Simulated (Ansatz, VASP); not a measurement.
GaN: VASP beside Ansatz

The input INCAR:

```
PREC = Accurate ; ENCUT = 520
EDIFF = 1E-6 ; ISMEAR = 0
SIGMA = 0.05 ; LREAL = False
LASPH = True ; NELM = 60
ALGO = Normal ; ISIF = 2
LWAVE = False ; LCHARG = True
GGA = PE ; LELF = True
LVHAR = True ; NBANDS = 46
```

KPOINTS

```
regular mesh
0
Gamma
  6 6 6
```

The input POSCAR:

```
GaN
1.0
    4.5484769745      0.0000000000      0.0000000000
    0.0000000000     -4.5484769745      0.0000000000
    0.0000000000      0.0000000000     -4.5484769745
Ga N
4 4
Direct
    0.0000000000      0.0000000000      0.0000000000
    0.5000000000      0.5000000000      0.0000000000
    0.5000000000      0.0000000000      0.5000000000
    0.0000000000      0.5000000000      0.5000000000
    0.7251263806      0.7251263806      0.7500000000
    0.2500000000      0.2500000000      0.7500000000
    0.2500000000      0.7500000000      0.2500000000
    0.7500000000      0.2500000000      0.2500000000
```

Input for Ansatz:

```yaml
crystal:
  lattice:
    - [4.5484769745, 0.0, 0.0]
    - [0.0, -4.5484769745, 0.0]
    - [0.0, 0.0, -4.5484769745]
  atoms:
    - { symbol: Ga, position: [0.0, 0.0, 0.0] }
    - { symbol: Ga, position: [0.5, 0.5, 0.0] }
    - { symbol: Ga, position: [0.5, 0.0, 0.5] }
    - { symbol: Ga, position: [0.0, 0.5, 0.5] }
    - { symbol: "N", position: [0.7251263806, 0.7251263806, 0.75] }
    - { symbol: "N", position: [0.25, 0.25, 0.75] }
    - { symbol: "N", position: [0.25, 0.75, 0.25] }
    - { symbol: "N", position: [0.75, 0.25, 0.25] }
basis:
  ecutwfc: 420
kpoints:
  mp_grid: { grid: [6, 6, 6] }
hamiltonian:
  xc: pbe
scf:
  occupations: { method: gaussian, width: 0.05 }
output:
  forces: true
  stress: true
  eigenvalues: true
```

Alike in both runs: task single point; functional PBE; k mesh 6 × 6 × 6; occupations gaussian, width 0.05 eV; no spin polarisation.

|  | VASP | Ansatz |
| --- | --- | --- |
| version | VASP 6.6.1 | Ansatz 0.2.0 |
| potentials or method | VASP PAW PBE potentials, release 64 (Ga_d, N), cutoff 520 eV | scalar-relativistic, plane waves, PAW |
| valence electrons in the cell | 72 | 72 |

|  | VASP | Ansatz | Ansatz less VASP |
| --- | --- | --- | --- |
| gap on the k mesh at the Fermi level (eV) | 1.45 | 1.45 | -0.005 |
| least direct gap on the mesh (eV) | 1.45 | 1.45 | -0.005 |
| pressure (GPa) | 0.8 | 0.7 | -0.05 |
| traceless stress, the component that is largest in VASP (GPa) | 1.48 | 1.52 | +0.038 |
| rms of the force components (eV/Å) | 0.652 | 0.661 | +0.0084 |

Atom by atom the forces differ by 0.009 eV/Å (rms over components).
